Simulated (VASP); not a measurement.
# P (Pm-3m) in VASP: a series of runs, part 2 of 3

VASP 6.6.1.

## 3. Single point, PBE

This run uses another cell than the first one, of 17.87 Å³/atom.

File INCAR:

```
PREC     = Accurate       # precision mode
ENCUT    = 500            # plane-wave cutoff, eV
EDIFF    = 1E-6           # SCF threshold, eV
ISMEAR   = 0              # smearing method
SIGMA    = 0.1            # smearing width, eV
LREAL    = False          # projectors in reciprocal space
LASPH    = True           # aspherical terms in the spheres
NELM     = 120            # most SCF steps
ALGO     = Normal         # electronic algorithm
ISIF     = 2              # what is computed and relaxed
LWAVE    = False          # write WAVECAR
LCHARG   = False          # write CHGCAR
GGA      = PE             # functional
NBANDS   = 8              # bands
GGA_COMPAT= False
```

File KPOINTS:

```
regular mesh
0
Gamma
  8 8 8
```

File POSCAR:

```
P
1.0
    2.6146217088      0.0000000000      0.0000000000
    0.0000000000      2.6146217088      0.0000000000
    0.0000000000      0.0000000000      2.6146217088
P
1
Direct
    0.0000000000      0.0000000000      0.0000000000
```

Potentials or basis: VASP PAW PBE potentials, release 64 (P).

Run with:

```sh
cat potpaw_PBE.64/P/POTCAR > POTCAR
mpirun -np 1 vasp_std > vasp.out
```

OUTCAR:

```text
PREC = Accurate
   ENCUT = 500
   EDIFF = 1E-6
   ISMEAR = 0
   LREAL = False
   LASPH = True
   NELM = 120
   ISIF = 2
   GGA = PE

 ion  position               nearest neighbor table
   1  0.000  0.000  0.000-

  LATTYP: Found a simple cubic cell.
 ALAT       =     2.6146217088

  Lattice vectors:

 A1 = (   2.6146217088,   0.0000000000,   0.0000000000)
 A2 = (   0.0000000000,   2.6146217088,   0.0000000000)
 A3 = (   0.0000000000,   0.0000000000,   2.6146217088)

Analysis of symmetry for initial positions (statically):
=====================================================================
 Subroutine PRICEL returns:
 Original cell was already a primitive cell.

 Routine SETGRP: Setting up the symmetry group for a
 simple cubic supercell.

 Subroutine GETGRP returns: Found 48 space group operations
 (whereof 48 operations were pure point group operations)
 out of a pool of 48 trial point group operations.

The static configuration has the point symmetry O_h .

Analysis of symmetry for dynamics (positions and initial velocities):
=====================================================================
 Subroutine PRICEL returns:
 Original cell was already a primitive cell.

 Routine SETGRP: Setting up the symmetry group for a
 simple cubic supercell.

 Subroutine GETGRP returns: Found 48 space group operations
 (whereof 48 operations were pure point group operations)
 out of a pool of 48 trial point group operations.

The dynamic configuration has the point symmetry O_h .

 Subroutine INISYM returns: Found 48 space group operations
 (whereof 48 operations are pure point group operations),
 and found     1 'primitive' translations

----------------------------------------------------------------------------------------

                                     Primitive cell

  volume of cell :      17.8742

  direct lattice vectors                    reciprocal lattice vectors
     2.614621709  0.000000000  0.000000000     0.382464506  0.000000000  0.000000000
     0.000000000  2.614621709  0.000000000     0.000000000  0.382464506  0.000000000
     0.000000000  0.000000000  2.614621709     0.000000000  0.000000000  0.382464506

  length of vectors
     2.614621709  2.614621709  2.614621709     0.382464506  0.382464506  0.382464506

  position of ions in fractional coordinates (direct lattice)
     0.000000000  0.000000000  0.000000000

  ion indices of the primitive-cell ions
   primitive index   ion index
                 1           1

----------------------------------------------------------------------------------------

 KPOINTS: regular mesh

Automatic generation of k-mesh.
 Grid dimensions read from file:
 generate k-points for:    8    8    8

 Generating k-lattice:

  Cartesian coordinates                     Fractional coordinates (reciprocal lattice)
     0.047808063  0.000000000  0.000000000     0.125000000  0.000000000  0.000000000
     0.000000000  0.047808063  0.000000000     0.000000000  0.125000000  0.000000000
     0.000000000  0.000000000  0.047808063     0.000000000  0.000000000  0.125000000

  Length of vectors
     0.047808063  0.047808063  0.047808063

  Shift w.r.t. Gamma in fractional coordinates (k-lattice)
     0.000000000  0.000000000  0.000000000

 Subroutine IBZKPT returns following result:
 ===========================================

 Found     35 irreducible k-points:

 Following reciprocal coordinates:
            Coordinates               Weight
  0.000000  0.000000  0.000000      1.000000
  0.125000  0.000000  0.000000      6.000000
  0.250000  0.000000  0.000000      6.000000
  0.375000  0.000000  0.000000      6.000000
  0.500000  0.000000  0.000000      3.000000
  0.125000  0.125000  0.000000     12.000000
[... 16 lines left out ...]
  0.375000  0.375000  0.125000     24.000000
  0.500000  0.375000  0.125000     24.000000
 [... further k-points ...]
   k-points           NKPTS =     35   k-points in BZ     NKDIM =     35   number of bands    NBANDS=      8
   number of dos      NEDOS =    301   number of ions     NIONS =      1
   total plane-waves  NPLWV =   8000
   dimension x,y,z NGX =    20 NGY =   20 NGZ =   20
   dimension x,y,z NGXF=    40 NGYF=   40 NGZF=   40
   ions per type =               1
   NGX,Y,Z   is equivalent  to a cutoff of  12.72, 12.72, 12.72 a.u.
   NGXF,Y,Z  is equivalent  to a cutoff of  25.43, 25.43, 25.43 a.u.
 SYSTEM =  unknown system
   PREC   = accura    normal or accurate (medium, high low for compatibility)
   ISTART =      0    job   : 0-new  1-cont  2-samecut
   ICHARG =      2    charge: 1-file 2-atom 10-const
   ISPIN  =      1    spin polarized calculation?
   LNONCOLLINEAR =      F non collinear calculations
   LSORBIT =      F    spin-orbit coupling
   LASPH  =      T    aspherical Exc in radial PAW
   ENCUT  =  500.0 eV  36.75 Ry    6.06 a.u.   4.77  4.77  4.77*2*pi/ulx,y,z
   NELM   =    120;   NELMIN=  2; NELMDL= -5     # of ELM steps
   EDIFF  = 0.1E-05   stopping-criterion for ELM
   LREAL  =      F    real-space projection
   EDIFFG = 0.1E-04   stopping-criterion for IOM
   NSW    =      0    number of steps for IOM
   IBRION =     -1    ionic relax: 0-MD 1-quasi-New 2-CG
   NFREE  =      0    steps in history (QN), initial steepest desc. (CG)
   ISIF   =      2    stress and relaxation
   ISYM   =      2    0-nonsym 1-usesym 2-fastsym
   POTIM  = 0.5000    time-step for ionic-motion
   TEBEG  =    0.0;   TEEND  =   0.0 temperature during run
   PSTRESS=    0.0 pullay stress
   NELECT =       5.0000    total number of electrons
   NUPDOWN=      -1.0000    fix difference up-down
   EMIN   =  10.00;   EMAX   =-10.00  energy-range for DOS
   EFERMI =   0.00;   METHOD = LEGACY
   ISMEAR =     0;   SIGMA  =   0.10  broadening in eV -4-tet -1-fermi 0-gaus
   EFERMI_NEDOS =   21; number of points for ismear=-14 and -15
   IALGO  =     38    algorithm
   IMIX   =      4    mixing-type and parameters
     AMIX     =   0.40;   BMIX     =  1.00
     AMIX_MAG =   1.60;   BMIX_MAG =  1.00
  volume/ion in A,a.u.               =      17.87       120.62
  Fermi-wavevector in a.u.,A,eV,Ry     =   1.070671  2.023274 15.596848  1.146336
  Thomas-Fermi vector in A             =   2.206388
   LORBIT       =      0    0 simple, 1 ext, 2 COOP (PROOUT), +10 PAW based schemes
   GGA     = PE    functional components
   LHFCALC =     F    Hartree Fock is set to
   AEXX    =    0.0000 exact exchange contribution
   IVDW    =     0    specifies the selected vdW correction
   LEPSILON=     F    determine dielectric tensor
   LRPA    =     F    only Hartree local field effects (RPA)
 non-spin polarized calculation
 Gauss-broadening in eV      SIGMA  =   0.10
  energy-cutoff  :      500.00
  volume of cell :       17.87
 maximum number of plane-waves:       468
 NGX is ok and might be reduce to    20
   NGX =  9   NGY =  9   NGZ =  9

 number of electron       5.0000002 magnetization

 Free energy of the ion-electron system (eV)
  ---------------------------------------------------
  ext. energy  EPLUGINS =         0.00000000
  ---------------------------------------------------
  free energy    TOTEN  =        -5.06341209 eV

  energy without entropy =       -5.05644909  energy(sigma->0) =       -5.05993059

 E-fermi :   6.8041     XC(G=0): -10.3969

 val. band max:        6.7518867483   @ k =   0.3750   0.2500   0.1250
 cond. band min:       6.8649269603   @ k =   0.3750   0.2500   0.2500
 fundamental gap:      0.1130402120
 Fermi energy:         6.8041142802

 k-point     1 :       0.0000    0.0000    0.0000
  band No.  band energies     occupation
      1      -7.6437      2.00000
      2      10.9233      0.00000
      3      10.9233      0.00000
      4      10.9233      0.00000
      5      13.9991      0.00000
      6      13.9991      0.00000
      7      18.9307      0.00000
      8      28.8611      0.00000
[... 243 lines left out ...]
 k-point    24 :       0.5000    0.3750    0.1250
  band No.  band energies     occupation
      1      -1.4903      2.00000
      2       2.2587      2.00000
      3       4.4121      2.00000
      4      10.6102      0.00000
      5      12.5069      0.00000
      6      19.1862      0.00000
      7      20.7342      0.00000
      8      23.4995      0.00000

 [... further k-points ...]

------------------------ aborting loop because EDIFF is reached ----------------------------------------

  FORCE on cell =-STRESS in cart. coord.  units (eV):
  Direction    XX          YY          ZZ          XY          YZ          ZX
  --------------------------------------------------------------------------------------
  -------------------------------------------------------------------------------------
  Total       -1.5214952     -1.5214952     -1.5214952      0.0000000      0.0000000      0.0000000
  in kB     -136.3812253   -136.3812253   -136.3812253      0.0000000      0.0000000      0.0000000
  external PRESSURE =    -136.3812253 kB  Pullay stress =       0.0000000 kB

 VOLUME and BASIS-vectors are now :
 -----------------------------------------------------------------------------
  energy-cutoff  :      500.00
  volume of cell :       17.87
      direct lattice vectors                 reciprocal lattice vectors
     2.614621709  0.000000000  0.000000000     0.382464506  0.000000000  0.000000000
     0.000000000  2.614621709  0.000000000     0.000000000  0.382464506  0.000000000
     0.000000000  0.000000000  2.614621709     0.000000000  0.000000000  0.382464506

 POSITION                                       TOTAL-FORCE (eV/Angst)
 -----------------------------------------------------------------------------------
      0.00000      0.00000      0.00000         0.000000      0.000000      0.000000
 -----------------------------------------------------------------------------------
    total drift:                               -0.000000     -0.000000      0.000000

  FREE ENERGIE OF THE ION-ELECTRON SYSTEM (eV)
  ---------------------------------------------------
  free  energy   TOTEN  =        -5.0634120946 eV

  energy  without entropy=       -5.0564490883  energy(sigma->0) =       -5.05993059
```

Wall time 3.6 s (1 thread of Intel Xeon 8259CL, shared host); peak memory 0.11 GiB.

Results:

```
Free energy            : -5.0634 eV
Pressure               : -13.6 GPa
Band gap on the k mesh : zero (an odd number of electrons rules out a gap without spin polarisation)
```

Caveat: the cell stands under tension; an odd number of electrons without spin polarisation forces a metal; a magnetic or distorted state may lie lower.

## 4. Relaxation of cell and atoms, PBE

This run uses another cell than the first one, of 17.87 Å³/atom.

File INCAR:

```
ALGO = Normal
EDIFF = 1E-7
EDIFFG = -0.05
ENCUT = 500
GGA = PE
GGA_COMPAT = F
IBRION = 2
ISIF = 3
ISMEAR = 0
LASPH = T
LCHARG = F
LREAL = F
LWAVE = F
NELM = 120
NELMIN = 4
NSW = 80
PREC = Accurate
SIGMA = 0.1
```

File KPOINTS:

```
k-points
0
Gamma
  8 8 8
```

POSCAR is that of step 3.

Run with:

```sh
cat potpaw_PBE.64/P/POTCAR > POTCAR
mpirun -np 1 vasp_std > vasp.out
```

Wall time 7 s (1 thread of Intel Xeon 8259CL, shared host); peak memory 0.12 GiB.

It converged, with:

```
Free energy                           : -5.2443 eV
Relaxed volume                        : 14.55 Å³/atom
Relaxed cell                          : a = 2.441 Å, b = 2.441 Å, c = 2.441 Å, α = 90.00°, β = 90.00°, γ = 90.00°
Space group after relaxing (to 0.1 Å) : Pm-3m (No. 221)
Energy gained by relaxing             : 180.9 meV/atom
Ionic steps                           : 3
Pressure after relaxing               : 0.1 GPa
Band gap on the k mesh                : zero (an odd number of electrons rules out a gap without spin polarisation)
```

Step by step:
| step | energy change (eV) | largest force (eV/Å) | pressure (GPa) | volume (Å³) |
| --- | --- | --- | --- | --- |
| 1 | 0.0000 | 0.0000 | -13.64 | 17.87 |
| 2 | -0.1777 | 0.0000 | 3.02 | 14.22 |
| 3 | -0.1809 | 0.0000 | 0.14 | 14.55 |

Final structure:
```xyz
1
Lattice="2.4413 0.0000 0.0000 0.0000 2.4413 0.0000 0.0000 0.0000 2.4413" Properties=species:S:1:pos:R:3 pbc="T T T"
P     0.0000    0.0000    0.0000
```

Levels at points of the mesh, in eV from the Fermi level:
| k point | band 1 | band 2 | band 3 | band 4 | band 5 | band 6 |
| --- | --- | --- | --- | --- | --- | --- |
| (0.00, 0.00, 0.00) | -16.41 | 5.12 | 5.12 | 5.12 | 6.91 | 6.91 |
| (0.50, 0.00, 0.00) | -12.08 | -8.57 | 7.94 | 7.94 | 9.47 | 14.47 |
| (0.50, 0.50, 0.00) | -7.39 | -5.17 | -5.17 | 1.09 | 10.56 | 17.00 |
| (0.50, 0.50, 0.50) | -2.08 | -2.08 | -2.08 | -1.55 | 4.79 | 4.79 |

Caveat: the volume moved by over 15 % at a fixed basis, so the end points are rough; an odd number of electrons without spin polarisation forces a metal; a magnetic or distorted state may lie lower.

## 5. Single point, PBE

This run uses another cell than the first one, of 14.67 Å³/atom.

File INCAR:

```
SYSTEM = P
  ALGO = Normal
  EDIFF = 1E-6
  ENCUT = 500
  GGA = PE
  GGA_COMPAT = .FALSE.
  ISIF = 2
  ISMEAR = 0
  LASPH = .TRUE.
  LCHARG = .FALSE.
  LREAL = .FALSE.
  LWAVE = .FALSE.
  NBANDS = 8
  NELM = 120
  PREC = Accurate
  SIGMA = 0.1
```

File KPOINTS:

```
k-points
0
G
  18 18 18
  0 0 0
```

File POSCAR:

```
P
1.0
    2.4479358361      0.0000000000      0.0000000000
    0.0000000000      2.4479358361      0.0000000000
    0.0000000000      0.0000000000      2.4479358361
P
1
Direct
    0.0000000000      0.0000000000      0.0000000000
```

Run with:

```sh
cat potpaw_PBE.64/P/POTCAR > POTCAR
mpirun -np 1 vasp_std > vasp.out
```

Wall time 12 s (1 thread of Intel Xeon 8259CL, shared host); peak memory 0.13 GiB.

Results (log left out):

```yaml
Free_energy: -5.2661 eV
Pressure: -0.3 GPa
Band_gap_on_the_k_mesh: zero (an odd number of electrons rules out a gap without spin polarisation)
```

Levels at points of the mesh, in eV from the Fermi level:
```tsv
k point	band 1	band 2	band 3	band 4	band 5	band 6	band 7
(0.00, 0.00, 0.00)	-16.34	5.06	5.06	5.06	6.90	6.90	14.28
(0.50, 0.00, 0.00)	-12.06	-8.52	7.85	7.85	9.44	14.42	14.42
(0.50, 0.50, 0.00)	-7.42	-5.15	-5.15	1.12	10.43	16.93	16.93
(0.50, 0.50, 0.50)	-2.09	-2.09	-2.09	-1.66	4.79	4.79	4.79
```

Caveat: an odd number of electrons without spin polarisation forces a metal; a magnetic or distorted state may lie lower.

[end of part 2 of 3]

The gap in the log of VASP goes by the Fermi energy; the results here count the filled bands.